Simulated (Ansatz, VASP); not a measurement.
**CuMo in VASP and in Ansatz**

```
CELL_PARAMETERS angstrom
0.00000 2.49028 2.49028
2.49028 0.00000 2.49028
2.49028 2.49028 0.00000
ATOMIC_POSITIONS crystal
Cu 0.00000 0.00000 0.00000
Mo 0.50000 0.50000 0.50000
```

Change from the starting cell: species swapped into the CeAs type (Fm-3m, No. 225).

Alike in both runs: functional PBE; k mesh 20 × 20 × 20; occupations gaussian, width 0.1 eV; no spin polarisation.

Ansatz relaxed the structure, and its values are those at the end. VASP's run is a single point on that final structure, the one shown.

|  | VASP | Ansatz |
| --- | --- | --- |
| version | VASP 6.6.1 | Ansatz 0.2.0 |
| potentials or method | VASP PAW PBE potentials, release 64 (Cu, Mo_sv), cutoff 520 eV | scalar-relativistic, plane waves, PAW |
| valence electrons in the cell | 25 | 33 |

|  | VASP | Ansatz | Ansatz less VASP |
| --- | --- | --- | --- |
| gap on the k mesh at the Fermi level (eV) | none | none | - |
| pressure (GPa) | 0.2 | 0.0 | -0.20 |

A gap of «none» marks a metal or a gap that the smearing closes. VASP's potentials hold 25 valence electrons a cell and Ansatz's 33, so a difference there can come from the potentials and not from the codes.
